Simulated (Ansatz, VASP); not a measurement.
# One calculation of WC, two programs

```
W C
1.0
     0.00000    2.28132    2.28132
     2.28132    0.00000    2.28132
     2.28132    2.28132    0.00000
W C
1 1
Cartesian
  0.0000 0.0000 0.0000
  2.2813 2.2813 2.2813
```

Change from the starting cell: strain +0.050 along x and y, +0.050 along z, atoms carried along.

Alike in both runs: task single point; functional PBEsol; k mesh 24 × 24 × 24; occupations gaussian, width 0.15 eV; no spin polarisation.

```csv
,VASP,Ansatz
version,VASP 6.6.1,Ansatz 0.2.0
potentials or method,"VASP PAW PBE potentials, release 64 (W_sv, C), cutoff 520 eV","scalar-relativistic, plane waves, PAW"
valence electrons in the cell,18,18
```

```csv
,VASP,Ansatz,Ansatz less VASP
gap on the k mesh at the Fermi level (eV),none,none,-
pressure (GPa),-40.9,-41.5,-0.59
```

VASP's potentials were made for PBE, not for PBEsol. A gap of «none» marks a metal or a gap that the smearing closes. Both programs put the cell under strong tension, so it lies far from rest at this level.

Neither program's run includes spin-orbit coupling. Noted on VASP's run: the cell as given lies far from equilibrium.
